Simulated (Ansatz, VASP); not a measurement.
## BaTiO3 in VASP and in Ansatz

INCAR

```
PREC = Accurate
ENCUT = 520
EDIFF = 1E-7
ISMEAR = 0
SIGMA = 0.02
LREAL = False
LASPH = True
NELM = 150
ALGO = Normal
ISIF = 2
LWAVE = False
LCHARG = True
LMAXMIX = 4
LDAU = True
LDAUTYPE = 2
LDAUL = -1 2 -1
LDAUU = 0 4 0
LDAUJ = 0 0 0
LDAUPRINT = 1
GGA = PE
LELF = True
LVHAR = True
NBANDS = 28
```

KPOINTS

```
regular mesh
0
Gamma
  6 6 6
```

File POSCAR:

```
BaTiO3
1.0
    2.7318012952      1.5772062132      2.2406313854
   -2.7318012952      1.5772062132      2.2406313854
    0.0000000000     -3.1544124264      2.2406313853
Ba Ti O
1 1 3
Direct
   -0.0056757983     -0.0056757983     -0.0056757983
    0.4943990438      0.4943990438      0.4943990438
    0.4941225835      0.9941325876      0.4941225835
    0.4941225835      0.4941225835      0.9941325876
    0.9941325876      0.4941225835      0.4941225835
```

Input for Ansatz:

```yaml
crystal:
  lattice:
    - [2.7318012952, 1.5772062132, 2.2406313854]
    - [-2.7318012952, 1.5772062132, 2.2406313854]
    - [0.0, -3.1544124264, 2.2406313853]
  atoms:
    - { symbol: Ba, position: [-0.0056757983, -0.0056757983, -0.0056757983] }
    - { symbol: Ti, position: [0.4943990438, 0.4943990438, 0.4943990438] }
    - { symbol: O, position: [0.4941225835, 0.9941325876, 0.4941225835] }
    - { symbol: O, position: [0.4941225835, 0.4941225835, 0.9941325876] }
    - { symbol: O, position: [0.9941325876, 0.4941225835, 0.4941225835] }
basis:
  ecutwfc: 420
kpoints:
  mp_grid: { grid: [6, 6, 6] }
  band_path: { path: [VBM, CBM], npoints: 2 }
hamiltonian:
  xc: pbe
  hubbard: { sites: [{ species: Ti, l: d, u_eff: 4.0 }] }
scf:
  occupations: { method: gaussian, width: 0.02 }
output:
  forces: true
  stress: true
  eigenvalues: true
checkpoint:
  read: start.run
  write: ck
  compress: false
  write_wavefunctions: false
  write_every: 100000
```

Alike in both runs: task single point; functional PBE; k mesh 6 × 6 × 6; occupations gaussian, width 0.02 eV; no spin polarisation; Hubbard terms Ti d U = 4.0 eV.

|  | VASP | Ansatz |
| --- | --- | --- |
| version | VASP 6.6.1 | Ansatz 0.2.0 |
| potentials or method | VASP PAW PBE potentials, release 64 (Ba_sv, Ti_sv, O), cutoff 520 eV | scalar-relativistic, plane waves, PAW |
| valence electrons in the cell | 40 | 40 |

VASP gave:

```
gap on the k mesh at the Fermi level (eV) : 2.44
least direct gap on the mesh (eV)         : 2.50
rms of the force components (eV/Å)        : 0.005
```

Question: Estimate Ansatz's values.

Answer: gap on the k mesh at the Fermi level (eV): 2.51; least direct gap on the mesh (eV): 2.53; rms of the force components (eV/Å): 0.003.

The programs project onto different local orbitals, so the same U acts differently, and such runs can settle in different states. Atom by atom the forces differ by 0.003 eV/Å (rms over components).

Spin-orbit coupling is off throughout.
